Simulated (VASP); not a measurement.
A run of VASP 6.6.1:

INCAR

```
  ALGO = Normal
  EDIFF = 1E-7
  EDIFFG = -0.03
  ENCUT = 520
  GGA = PS
  IBRION = 2
  ISIF = 2
  ISMEAR = -1
  LASPH = T
  LCHARG = F
  LREAL = F
  LWAVE = F
  NELM = 100
  NSW = 80
  PREC = Accurate
  SIGMA = 0.05
```

The input KPOINTS:

```
k-points
0
Gamma
  1 1 1
```

Contents of POSCAR:

```
N
1.0
    9.0000000000      0.0000000000      0.0000000000
    0.0000000000      9.5000000000      0.0000000000
    0.0000000000      0.0000000000     10.0000000000
N
2
Direct
    0.5000000000      0.5000000000      0.4445000000
    0.5000000000      0.5000000000      0.5555000000
```

Potentials or basis: VASP PAW PBE potentials, release 64 (N).

Run with:

```bash
$ cat potpaw_PBE.64/N/POTCAR > POTCAR
$ mpirun -np 1 vasp_gam > vasp.out
```

Hardware: 1 thread of Intel Xeon 8259CL, with other jobs on the host.

Problem. How long does it take, and how much memory?

Solution. It took 3.4 min on 1 thread of Intel Xeon 8259CL, on a shared host, peak memory 0.79 GiB. Counts: scf iterations 49, k points 1, ion steps 3.
